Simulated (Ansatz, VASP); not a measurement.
SnSe in VASP and in Ansatz

INCAR

```
ALGO     = Normal         # electronic algorithm
EDIFF    = 1E-7           # SCF threshold, eV
EDIFFG   = -0.01          # ionic threshold
ENCUT    = 500            # plane-wave cutoff, eV
GGA      = RE             # functional
GGA_COMPAT= F            
IBRION   = 2              # ionic algorithm
ISIF     = 3              # what is computed and relaxed
ISMEAR   = 0              # smearing method
IVDW     = 12             # dispersion correction
LASPH    = T              # aspherical terms in the spheres
LCHARG   = F              # write CHGCAR
LREAL    = F              # projectors in reciprocal space
LWAVE    = F              # write WAVECAR
NELM     = 120            # most SCF steps
NELMIN   = 4            
NSW      = 80             # ionic steps
PREC     = Accurate       # precision mode
SIGMA    = 0.01           # smearing width, eV
```

KPOINTS

```
k-points
0
Gamma
  2 5 5
```

POSCAR

```
SnSe
1.0
   11.4200000000      0.0000000000      0.0000000000
    0.0000000000      4.1900000000      0.0000000000
    0.0000000000      0.0000000000      4.4600000000
Sn Se
4 4
Direct
    0.1230000000      0.2500000000      0.0910000000
    0.3770000000      0.7500000000      0.5910000000
    0.6230000000      0.2500000000      0.4090000000
    0.8770000000      0.7500000000      0.9090000000
    0.3570000000      0.2500000000      0.0160000000
    0.1430000000      0.7500000000      0.5160000000
    0.8570000000      0.2500000000      0.4840000000
    0.6430000000      0.7500000000      0.9840000000
```

Input for Ansatz:

```yaml
crystal:
  lattice:
    - [11.42, 0.0, 0.0]
    - [0.0, 4.19, 0.0]
    - [0.0, 0.0, 4.46]
  atoms:
    - { symbol: Sn, position: [0.123, 0.25, 0.091] }
    - { symbol: Sn, position: [0.377, 0.75, 0.591] }
    - { symbol: Sn, position: [0.623, 0.25, 0.409] }
    - { symbol: Sn, position: [0.877, 0.75, 0.909] }
    - { symbol: Se, position: [0.357, 0.25, 0.016] }
    - { symbol: Se, position: [0.143, 0.75, 0.516] }
    - { symbol: Se, position: [0.857, 0.25, 0.484] }
    - { symbol: Se, position: [0.643, 0.75, 0.984] }
kpoints:
  mp_grid:
    grid: [2, 5, 5]
hamiltonian:
  xc: revpbe
  dispersion: d3bj
scf:
  occupations:
    method: fixed
relax:
  max_steps: 60
  cell: {}
```

Alike in both runs: task relaxation of cell and atoms; functional revPBE; dispersion D3(BJ); k mesh 2 × 5 × 5; no spin polarisation.

|  | VASP | Ansatz |
| --- | --- | --- |
| version | VASP 6.6.1 | Ansatz 0.2.0 |
| potentials or method | VASP PAW PBE potentials, release 64 (Sn_d, Se) | plane waves, PAW |
| plane-wave cutoff (eV) | 500 | 420 |
| occupations | gaussian, width 0.01 eV | fixed |
| valence electrons in the cell | 80 | 120 |

|  | VASP | Ansatz | Ansatz less VASP |
| --- | --- | --- | --- |
| relaxed volume (Å³/atom) | 25.68 | 25.67 | -0.016 |
| relaxed length of the cell vector where the two differ most in proportion (Å) | 11.444 | 11.428 | -0.0158 |

VASP's potentials were made for PBE, not for revPBE. VASP's potentials hold 80 valence electrons a cell and Ansatz's 120, so a difference there can come from the potentials and not from the codes.
